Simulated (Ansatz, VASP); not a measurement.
**Tc in VASP and in Ansatz**

```
Tc
1.0
     0.00000    1.97566    1.97566
     1.97566    0.00000    1.97566
     1.97566    1.97566    0.00000
Tc
1
Direct
  0.00000 0.00000 0.00000
```

Change from the starting cell: volume scaled by 1.04, crystal datasets.

Alike in both runs: task electric field gradients; functional PBEsol; k mesh 18 × 18 × 18; occupations fermi-dirac, width 0.03 eV; no spin polarisation.

|  | VASP | Ansatz |
| --- | --- | --- |
| version | VASP 6.6.1 | Ansatz 0.2.0 |
| potentials or method | VASP PAW PBE potentials, release 64 (Tc_pv), cutoff 520 eV | all-electron PAW with datasets made for the crystal, scalar-relativistic |

VASP gave:

- pressure (GPa): -24.8

Problem. Estimate Ansatz's values.

Solution. Pressure (GPa): -24.3.

VASP's potentials were made for PBE, not for PBEsol. Ansatz ran all-electron here, and VASP with PAW potentials.
